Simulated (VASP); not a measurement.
A run of VASP 6.6.1 is set up as follows.

INCAR

```
SYSTEM = KF
PREC = Accurate
ENCUT = 520
EDIFF = 1E-6
ISMEAR = 0
SIGMA = 0.05
LREAL = .False.
LASPH = .True.
NELM = 80
ALGO = Normal
ISIF = 2
LWAVE = .False.
LCHARG = .False.
GGA = CA
NBANDS = 15
```

KPOINTS

```
Automatic mesh
0
Gamma
  8 8 8
  0 0 0
```

The input POSCAR:

```
KF
1.0
    3.2100706750      0.0000000000      0.0000000000
    0.0000000000      3.2100706750      0.0000000000
    0.0000000000      0.0000000000      3.3567236500
K F
1 1
Direct
    0.0000000000      0.0000000000      0.0000000000
    0.5000000000      0.5000000000      0.5000000000
```

Potentials or basis: VASP PAW LDA potentials, release 64 (K_sv, F).

Launch:

```bash
$ cat potpaw_LDA.64/K_sv/POTCAR potpaw_LDA.64/F/POTCAR > POTCAR
$ mpirun -np 1 vasp_std > vasp.out
```

Question: Estimate the band gap on the k mesh.

Answer: 5.85 eV, indirect (least direct gap 5.90 eV).

Question: Predict the pressure.

Answer: -5.7 GPa.

Stress tensor (GPa, compression positive):
```
-4.42  0.00  0.00
 0.00 -4.42  0.00
 0.00  0.00 -8.14
```

Caveat: the cell differs from its parent crystal (strain -0.015 along x and y, +0.030 along z). A k mesh can miss the band edges.
